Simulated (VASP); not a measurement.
# Al2O3 (Immm) in VASP: a series of runs

The runs below take Al2O3 through single point, relaxation of cell and atoms, with PBE.

Program: VASP 6.6.1. These are calculated values, not measurements. Logs are shortened: lines on timing, memory, paths and dates and some standing lists are left out, and cuts for length are marked.

## 1. The cell of the first run

It takes space group Immm (No. 71, orthorhombic). The conventional cell has a = 2.599 Å, b = 3.701 Å, c = 8.075 Å, α = 90.00°, β = 90.00°, γ = 90.00°. Within 2.4 Å of Al (site symmetry mm2) lie 6 O at 1.84 to 1.85 Å. Within 2.4 Å of O (site symmetry mmm) lie 4 Al at 1.85 Å. O (site symmetry mm2) has 4 Al at 1.84 to 1.85 Å within 2.4 Å.

## 2. Single point, PBE

INCAR reads:

```
SYSTEM = Al2O3
PREC = Accurate ; ENCUT = 520
EDIFF = 1E-7 ; ISMEAR = 0
SIGMA = 0.1 ; LREAL = .FALSE.
LASPH = .TRUE. ; NELM = 100
ALGO = Normal ; ISIF = 2
LWAVE = .FALSE. ; LCHARG = .TRUE.
GGA = PE ; LELF = .TRUE.
LVHAR = .TRUE. ; NBANDS = 20
```

KPOINTS reads:

```
Automatic mesh
0
G
  8 8 8
  0 0 0
```

POSCAR reads:

```
Al2O3
1.0
   -1.2995750900      1.8503544200      4.0375648700
    1.2995750900     -1.8503544200      4.0375648700
    1.2995750900      1.8503544200     -4.0375648700
Al O
2 3
Direct
    0.6623618800      0.6623618800      0.0000000000
    0.3376381200      0.3376381200      0.0000000000
    0.5000000000      0.0000000000      0.5000000000
    0.1764433500      0.6764433500      0.5000000000
    0.8235566500      0.3235566500      0.5000000000
```

Potentials or basis: VASP PAW PBE potentials, release 64 (Al, O).

Command:

```sh
$ cat potpaw_PBE.64/Al/POTCAR potpaw_PBE.64/O/POTCAR > POTCAR
$ mpirun -np 1 vasp_std > vasp.out
```

OUTCAR:

```text
SYSTEM = Al2O3
   PREC = Accurate
   ENCUT = 520
   EDIFF = 1E-7
   ISMEAR = 0
   LREAL = .FALSE.
   LASPH = .TRUE.
   NELM = 100
   ISIF = 2
   GGA = PE

 ion  position               nearest neighbor table
   1  0.662  0.662  0.000-   5 1.84   5 1.84   3 1.85   3 1.85   4 1.85   4 1.85   2 2.62   2 2.67
                             2 2.67   2 2.67   2 2.67
   2  0.338  0.338  0.000-   4 1.84   4 1.84   3 1.85   3 1.85   5 1.85   5 1.85   1 2.62   1 2.67
                             1 2.67   1 2.67   1 2.67
   3  0.500  0.000  0.500-   1 1.85   2 1.85   1 1.85   2 1.85
   4  0.176  0.676  0.500-   2 1.84   2 1.84   1 1.85   1 1.85
   5  0.824  0.324  0.500-   1 1.84   1 1.84   2 1.85   2 1.85

  LATTYP: Found a body centered orthorhombic cell.
 ALAT       =     2.5991501800
 B/A-ratio  =     1.4238149332
 C/A-ratio  =     3.1068346116

  Lattice vectors:

 A1 = (  -1.2995750900,   1.8503544200,   4.0375648700)
 A2 = (   1.2995750900,  -1.8503544200,   4.0375648700)
 A3 = (   1.2995750900,   1.8503544200,  -4.0375648700)

Analysis of symmetry for initial positions (statically):
=====================================================================
 Subroutine PRICEL returns:
 Original cell was already a primitive cell.

 Routine SETGRP: Setting up the symmetry group for a
 body centered orthorhombic supercell.

 Subroutine GETGRP returns: Found  8 space group operations
 (whereof  8 operations were pure point group operations)
 out of a pool of  8 trial point group operations.

The static configuration has the point symmetry D_2h.

Analysis of symmetry for dynamics (positions and initial velocities):
=====================================================================
 Subroutine PRICEL returns:
 Original cell was already a primitive cell.

 Routine SETGRP: Setting up the symmetry group for a
 body centered orthorhombic supercell.

 Subroutine GETGRP returns: Found  8 space group operations
 (whereof  8 operations were pure point group operations)
 out of a pool of  8 trial point group operations.

The dynamic configuration has the point symmetry D_2h.

 Subroutine INISYM returns: Found  8 space group operations
 (whereof  8 operations are pure point group operations),
 and found     1 'primitive' translations

----------------------------------------------------------------------------------------

                                     Primitive cell

  volume of cell :      38.8361

  direct lattice vectors                    reciprocal lattice vectors
    -1.299575090  1.850354420  4.037564870     0.000000000  0.270218502  0.123837020
     1.299575090 -1.850354420  4.037564870     0.384741139  0.000000000  0.123837020
     1.299575090  1.850354420 -4.037564870     0.384741139  0.270218502  0.000000000

  length of vectors
     4.627595161  4.627595161  4.627595161     0.297243413  0.404179850  0.470152936

  position of ions in fractional coordinates (direct lattice)
     0.662361880  0.662361880  0.000000000
     0.337638120  0.337638120  0.000000000
     0.500000000  0.000000000  0.500000000
     0.176443350  0.676443350  0.500000000
     0.823556650  0.323556650  0.500000000

  ion indices of the primitive-cell ions
   primitive index   ion index
                 1           1
                 2           2
                 3           3
                 4           4
                 5           5

----------------------------------------------------------------------------------------

 KPOINTS: Automatic mesh

Automatic generation of k-mesh.
 Grid dimensions read from file:
 generate k-points for:    8    8    8

 Generating k-lattice:

  Cartesian coordinates                     Fractional coordinates (reciprocal lattice)
     0.000000000  0.033777313  0.015479627     0.125000000  0.000000000  0.000000000
     0.048092642  0.000000000  0.015479627     0.000000000  0.125000000  0.000000000
     0.048092642  0.033777313  0.000000000     0.000000000  0.000000000  0.125000000

  Length of vectors
     0.037155427  0.050522481  0.058769117

  Shift w.r.t. Gamma in fractional coordinates (k-lattice)
     0.000000000  0.000000000  0.000000000

 Subroutine IBZKPT returns following result:
 ===========================================

 Found     95 irreducible k-points:

 Following reciprocal coordinates:
            Coordinates               Weight
  0.000000  0.000000  0.000000      1.000000
  0.125000 -0.000000  0.000000      4.000000
  0.250000 -0.000000  0.000000      4.000000
  0.375000 -0.000000  0.000000      4.000000
  0.500000 -0.000000  0.000000      2.000000
 -0.000000  0.125000  0.000000      4.000000
[... 16 lines left out ...]
  0.125000  0.375000  0.000000      8.000000
  0.250000  0.375000  0.000000      8.000000
 [... further k-points ...]
   k-points           NKPTS =     95   k-points in BZ     NKDIM =     95   number of bands    NBANDS=     20
   number of dos      NEDOS =    301   number of ions     NIONS =      5
   total plane-waves  NPLWV =  46656
   dimension x,y,z NGX =    36 NGY =   36 NGZ =   36
   dimension x,y,z NGXF=    72 NGYF=   72 NGZF=   72
   ions per type =               2   3
   NGX,Y,Z   is equivalent  to a cutoff of  12.93, 12.93, 12.93 a.u.
   NGXF,Y,Z  is equivalent  to a cutoff of  25.87, 25.87, 25.87 a.u.
 SYSTEM =  Al2O3
   PREC   = accura    normal or accurate (medium, high low for compatibility)
   ISTART =      0    job   : 0-new  1-cont  2-samecut
   ICHARG =      2    charge: 1-file 2-atom 10-const
   ISPIN  =      1    spin polarized calculation?
   LNONCOLLINEAR =      F non collinear calculations
   LSORBIT =      F    spin-orbit coupling
   LASPH  =      T    aspherical Exc in radial PAW
   ENCUT  =  520.0 eV  38.22 Ry    6.18 a.u.   8.60  8.60  8.60*2*pi/ulx,y,z
   NELM   =    100;   NELMIN=  2; NELMDL= -5     # of ELM steps
   EDIFF  = 0.1E-06   stopping-criterion for ELM
   LREAL  =      F    real-space projection
   EDIFFG = 0.1E-05   stopping-criterion for IOM
   NSW    =      0    number of steps for IOM
   IBRION =     -1    ionic relax: 0-MD 1-quasi-New 2-CG
   NFREE  =      0    steps in history (QN), initial steepest desc. (CG)
   ISIF   =      2    stress and relaxation
   ISYM   =      2    0-nonsym 1-usesym 2-fastsym
   POTIM  = 0.5000    time-step for ionic-motion
   TEBEG  =    0.0;   TEEND  =   0.0 temperature during run
   PSTRESS=    0.0 pullay stress
   NELECT =      24.0000    total number of electrons
   NUPDOWN=      -1.0000    fix difference up-down
   EMIN   =  10.00;   EMAX   =-10.00  energy-range for DOS
   EFERMI =   0.00;   METHOD = LEGACY
   ISMEAR =     0;   SIGMA  =   0.10  broadening in eV -4-tet -1-fermi 0-gaus
   EFERMI_NEDOS =   21; number of points for ismear=-14 and -15
   IALGO  =     38    algorithm
   IMIX   =      4    mixing-type and parameters
     AMIX     =   0.40;   BMIX     =  1.00
     AMIX_MAG =   1.60;   BMIX_MAG =  1.00
  volume/ion in A,a.u.               =       7.77        52.42
  Fermi-wavevector in a.u.,A,eV,Ry     =   1.394440  2.635110 26.456042  1.944464
  Thomas-Fermi vector in A             =   2.517989
   LORBIT       =      0    0 simple, 1 ext, 2 COOP (PROOUT), +10 PAW based schemes
   GGA     = PE    functional components
   LHFCALC =     F    Hartree Fock is set to
   AEXX    =    0.0000 exact exchange contribution
   IVDW    =     0    specifies the selected vdW correction
   LEPSILON=     F    determine dielectric tensor
   LRPA    =     F    only Hartree local field effects (RPA)
 non-spin polarized calculation
 Gauss-broadening in eV      SIGMA  =   0.10
  energy-cutoff  :      520.00
  volume of cell :       38.84
 maximum number of plane-waves:      1060
 NGX is ok and might be reduce to    36
   NGX = 17   NGY = 17   NGZ = 17

 number of electron      24.0000001 magnetization

 Free energy of the ion-electron system (eV)
  ---------------------------------------------------
  ext. energy  EPLUGINS =         0.00000000
  ---------------------------------------------------
  free energy    TOTEN  =       -35.94833934 eV

  energy without entropy =      -35.94833934  energy(sigma->0) =      -35.94833934

 E-fermi :   7.7484     XC(G=0): -12.0841

 val. band max:        7.2354393615   @ k =   0.0000   0.0000   0.0000
 cond. band min:      14.5840313973   @ k =   0.0000   0.0000   0.0000
 fundamental gap:      7.3485920358
 Fermi energy:         7.7484418089

 k-point     1 :       0.0000    0.0000    0.0000
  band No.  band energies     occupation
      1     -13.1437      2.00000
      2     -10.1323      2.00000
      3      -9.6865      2.00000
      4       0.6738      2.00000
      5       0.7057      2.00000
      6       3.4191      2.00000
[... 12 lines left out ...]
     19      22.4620      0.00000
     20      24.1529      0.00000

 k-point     2 :       0.1250   -0.0000    0.0000
  band No.  band energies     occupation
      1     -13.0247      2.00000
      2     -10.1977      2.00000
      3      -9.7937      2.00000
      4       0.0152      2.00000
      5       1.5925      2.00000
      6       2.6774      2.00000
[... 12 lines left out ...]
     19      22.5823      0.00000
     20      24.1751      0.00000

 k-point     3 :       0.2500   -0.0000    0.0000
  band No.  band energies     occupation
      1     -12.6798      2.00000
      2     -10.3472      2.00000
      3     -10.1317      2.00000
      4      -0.2501      2.00000
      5       1.7814      2.00000
      6       3.0590      2.00000
[... 12 lines left out ...]
     19      23.0010      0.00000
     20      24.2855      0.00000

 k-point     4 :       0.3750   -0.0000    0.0000
  band No.  band energies     occupation
      1     -12.1500      2.00000
      2     -10.7459      2.00000
      3     -10.4212      2.00000
      4      -0.2399      2.00000
      5       1.7479      2.00000
      6       4.0155      2.00000
[... 12 lines left out ...]
     19      23.3055      0.00000
     20      24.3535      0.00000

 k-point     5 :       0.5000   -0.0000    0.0000
  band No.  band energies     occupation
      1     -11.6449      2.00000
      2     -11.2667      2.00000
      3     -10.4745      2.00000
      4      -0.2114      2.00000
      5       1.9439      2.00000
      6       3.4514      2.00000
[... 12 lines left out ...]
     19      23.4606      0.00000
     20      23.4653      0.00000

 k-point     6 :      -0.0000    0.1250    0.0000
  band No.  band energies     occupation
      1     -12.9203      2.00000
      2     -10.0800      2.00000
      3      -9.6480      2.00000
      4       0.8218      2.00000
      5       0.8876      2.00000
      6       3.2904      2.00000
[... 12 lines left out ...]
     19      22.1099      0.00000
     20      23.9085      0.00000

 k-point     7 :       0.1250    0.1250    0.0000
  band No.  band energies     occupation
      1     -12.7704      2.00000
      2     -10.1972      2.00000
      3      -9.7517      2.00000
      4       0.2936      2.00000
      5       1.5466      2.00000
      6       3.0268      2.00000
[... 12 lines left out ...]
     19      22.2153      0.00000
     20      23.7081      0.00000
[... 277 lines left out ...]
 k-point    20 :      -0.2500    0.2500    0.0000
  band No.  band energies     occupation
      1     -12.0109      2.00000
      2      -9.9102      2.00000
      3      -9.9029      2.00000
      4       0.5054      2.00000
      5       1.9718      2.00000
      6       2.3949      2.00000
[... 12 lines left out ...]
     19      22.2019      0.00000
     20      23.0490      0.00000

 k-point    21 :      -0.1250    0.2500    0.0000
  band No.  band energies     occupation
      1     -12.2510      2.00000
      2      -9.8715      2.00000
      3      -9.6952      2.00000
      4       0.7856      2.00000
      5       1.6133      2.00000
      6       2.3263      2.00000
[... 12 lines left out ...]
     19      21.9638      0.00000
     20      22.7324      0.00000

 k-point    22 :      -0.0000    0.3750    0.0000
  band No.  band energies     occupation
      1     -11.3915      2.00000
      2      -9.8388      2.00000
      3      -9.7645      2.00000
      4       0.7729      2.00000
      5       1.3106      2.00000
      6       2.2774      2.00000
[... 12 lines left out ...]
     19      21.4654      0.00000
     20      23.2714      0.00000

 k-point    23 :       0.1250    0.3750    0.0000
  band No.  band energies     occupation
      1     -11.2414      2.00000
      2      -9.9202      2.00000
      3      -9.8258      2.00000
      4       0.7752      2.00000
      5       1.1221      2.00000
      6       2.1019      2.00000
[... 12 lines left out ...]
     19      21.9613      0.00000
     20      23.1119      0.00000

 k-point    24 :       0.2500    0.3750    0.0000
  band No.  band energies     occupation
      1     -10.9681      2.00000
      2     -10.0823      2.00000
      3      -9.8610      2.00000
      4       0.3093      2.00000
      5       1.2065      2.00000
      6       1.6315      2.00000
[... 12 lines left out ...]
     19      22.5195      0.00000
     20      22.7419      0.00000

 [... further k-points ...]

------------------------ aborting loop because EDIFF is reached ----------------------------------------

  FORCE on cell =-STRESS in cart. coord.  units (eV):
  Direction    XX          YY          ZZ          XY          YZ          ZX
  --------------------------------------------------------------------------------------
  -------------------------------------------------------------------------------------
  Total       13.5681225      7.2126743      7.9504370      0.0000000      0.0000000      0.0000000
  in kB      559.7505567    297.5576362    327.9939095      0.0000000      0.0000000      0.0000000
  external PRESSURE =     395.1007008 kB  Pullay stress =       0.0000000 kB

 VOLUME and BASIS-vectors are now :
 -----------------------------------------------------------------------------
  energy-cutoff  :      520.00
  volume of cell :       38.84
      direct lattice vectors                 reciprocal lattice vectors
    -1.299575090  1.850354420  4.037564870     0.000000000  0.270218502  0.123837020
     1.299575090 -1.850354420  4.037564870     0.384741139  0.000000000  0.123837020
     1.299575090  1.850354420 -4.037564870     0.384741139  0.270218502  0.000000000

 POSITION                                       TOTAL-FORCE (eV/Angst)
 -----------------------------------------------------------------------------------
      0.00000      0.00000      5.34866        -0.000000      0.000000     -1.386606
      0.00000      0.00000      2.72647        -0.000000     -0.000000      1.386606
      0.00000      1.85035      0.00000        -0.000000     -0.000000      0.000000
      1.29958      0.00000      1.42480         0.000000     -0.000000      1.008870
      0.00000      1.85035      2.61276         0.000000      0.000000     -1.008870
 -----------------------------------------------------------------------------------
    total drift:                                0.000000      0.000000     -0.000000

  FREE ENERGIE OF THE ION-ELECTRON SYSTEM (eV)
  ---------------------------------------------------
  free  energy   TOTEN  =       -35.9483393421 eV

  energy  without entropy=      -35.9483393421  energy(sigma->0) =      -35.94833934
```

Run time: 96 s. Hardware: 1 thread of Intel Xeon Platinum 8488C (Sapphire Rapids), shared host; peak memory 0.22 GiB.

Results:

```yaml
Free_energy: -35.9483 eV
Pressure: 39.5 GPa
Largest_force: 1.387 eV/Å
Band_gap_on_the_k_mesh: 7.35 eV, direct
```

Forces on the atoms (eV/Å):
```
Al   0.000  0.000 -1.387
Al   0.000  0.000  1.387
O    0.000  0.000  0.000
O    0.000  0.000  1.009
O    0.000  0.000 -1.009
```

Stress tensor (GPa, compression positive):
```
55.98  0.00  0.00
 0.00 29.76  0.00
 0.00  0.00 32.80
```

Levels at points of the mesh, in eV from the valence-band top:
```tsv
k point	band 8	band 9	band 10	band 11	band 12	band 13	band 14	band 15	band 16	band 17
(0.00, 0.00, 0.00)	-2.02	-1.84	-0.41	-0.12	0.00	7.35	11.58	12.03	13.39	15.00
(0.50, 0.00, 0.00)	-1.89	-1.75	-1.11	-1.03	-0.12	9.42	10.82	11.43	12.00	13.80
(0.00, 0.50, 0.00)	-3.85	-3.04	-1.74	-1.42	-1.10	10.01	10.08	12.16	12.32	12.53
(0.50, 0.50, 0.00)	-3.22	-2.32	-2.30	-1.25	-0.54	9.47	12.12	12.30	13.40	14.72
(0.50, 0.50, 0.50)	-2.35	-2.07	-1.26	-1.18	-0.09	9.47	9.96	10.23	11.56	13.90
```

Caveat: forces of over 1 eV/Å act on the atoms, so gaps and moduli don't describe the material at rest. As with any semilocal functional, this PBE gap is likely too small.

(Continued in part 2 of 2.)
